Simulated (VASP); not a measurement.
Cu, 4 atoms in the cell. The structure is monoclinic, space group C2 (No. 5). Conventional cell: a = 4.383 Å, b = 2.531 Å, c = 8.262 Å, α = 90.00°, β = 90.00°, γ = 90.00°. Within 3.3 Å of Cu (site symmetry 2) lie 12 Cu at 2.53 Å. Within 3.3 Å of Cu (site symmetry 1) lie 12 Cu at 2.53 to 2.54 Å. Cu (site symmetry 2) has 12 Cu at 2.53 to 2.54 Å within 3.3 Å. 

* Program: VASP 6.6.1
* Task: single point
* Functional: PBEsol
* Potentials or basis: VASP PAW PBE potentials, release 64 (Cu)
* Cutoff: 520 eV
* k mesh: 11 × 11 × 3
* Occupations: methfessel-paxton, width 0.1 eV
* Spin: no spin polarisation
* Dipole correction: no
* Further INCAR settings: ALGO = Normal; EDIFF = 1e-07; NBANDS = 30

Potentials or basis: VASP PAW PBE potentials, release 64 (Cu).

The run is started by

```bash
$ cat potpaw_PBE.64/Cu/POTCAR > POTCAR
$ mpirun -np 1 vasp_std > vasp.out
```

Hardware: 1 thread of Intel(R) Xeon(R) 6975P-C (Granite Rapids), on a shared host.

Problem. Estimate the wall time of this run.

Solution. Run time: 59 s on 1 thread of Intel(R) Xeon(R) 6975P-C (Granite Rapids), with other jobs on the host, peak memory 0.23 GiB. Counts: scf iterations 15, k points 102.
